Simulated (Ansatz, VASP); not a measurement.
**Two plane-wave programs on NaTa**

```
CELL_PARAMETERS angstrom
2.72018 0.00000 0.00000
0.00000 2.72018 0.00000
0.00000 0.00000 5.83996
ATOMIC_POSITIONS crystal
Na 0.50000 0.50000 0.50000
Ta 0.00000 0.00000 0.00000
```

Alike in both runs: functional PBE; k mesh 20 × 20 × 10; occupations gaussian, width 0.1 eV; no spin polarisation.

Ansatz relaxed the structure, and its values are those at the end. VASP's run is a single point on that final structure, the one shown.

|  | VASP | Ansatz |
| --- | --- | --- |
| version | VASP 6.6.1 | Ansatz 0.2.0 |
| potentials or method | VASP PAW PBE potentials, release 64 (Na_pv, Ta_pv), cutoff 520 eV | scalar-relativistic, plane waves, PAW |
| valence electrons in the cell | 18 | 22 |

```tsv
	VASP	Ansatz	Ansatz less VASP
gap on the k mesh at the Fermi level (eV)	none	none	-
pressure (GPa)	0.0	0.0	-0.05
```

A gap of «none» marks a metal or a gap that the smearing closes. The functional is the same, so the differences come from potentials, cutoffs and numerics. VASP's potentials hold 18 valence electrons a cell and Ansatz's 22, so a difference there can come from the potentials and not from the codes.

Neither program's run includes spin-orbit coupling.
